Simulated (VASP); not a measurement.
Input of a VASP 6.6.1 run:

The input INCAR:

```
SYSTEM = Al8H
ALGO = Normal
DIPOL = 0.5 0.5 0.300
EDIFF = 1E-6
ENCUT = 520
GGA = PE
IDIPOL = 3
ISIF = 2
ISMEAR = 0
LASPH = .True.
LCHARG = .False.
LDIPOL = .True.
LREAL = Auto
LWAVE = .False.
NBANDS = 40
NELM = 80
PREC = Accurate
SIGMA = 0.1
```

Contents of KPOINTS:

```
k-points
0
Gamma
  5 4 1
  0 0 0
```

File POSCAR:

```
Al8H
1.0
    5.7135165837      0.0000000000      0.0000000000
    0.0000000000      8.0801326415      0.0000000000
    0.0000000000      0.0000000000     22.2432786975
Al H
16 2
Direct
    0.2500000000      0.2500000000      0.1798296040
    0.2500000000      0.7500000000      0.1798296040
    0.7500000000      0.2500000000      0.1798296040
    0.7500000000      0.7500000000      0.1798296040
    0.0000000000      0.0000000000      0.2440458181
    0.0000000000      0.5000000000      0.2440458181
    0.5000000000      0.0000000000      0.2440458181
    0.5000000000      0.5000000000      0.2440458181
    0.2500000000      0.2500000000      0.3102598702
    0.2500000000      0.7500000000      0.3102598702
    0.7500000000      0.2500000000      0.3102598702
    0.7500000000      0.7500000000      0.3102598702
    0.0000000000      0.0000000000      0.3705963860
    0.0000000000      0.5000000000      0.3705963860
    0.5000000000      0.0000000000      0.3705963860
    0.5000000000      0.5000000000      0.3705963860
    0.2500000000      0.2097778880      0.4874856286
    0.2500000000      0.2902221120      0.4874856286
```

Potentials or basis: VASP PAW PBE potentials, release 64 (Al, H).

Launch:

```bash
$ cat potpaw_PBE.64/Al/POTCAR potpaw_PBE.64/H/POTCAR > POTCAR
$ mpirun -np 1 vasp_std > vasp.out
```

(1) Predict the band gap on the k mesh.

(2) Predict the largest force.

Results:

(1) zero (bands 25 and 26 overlap by 0.49 eV).

(2) 4.919 eV/Å.
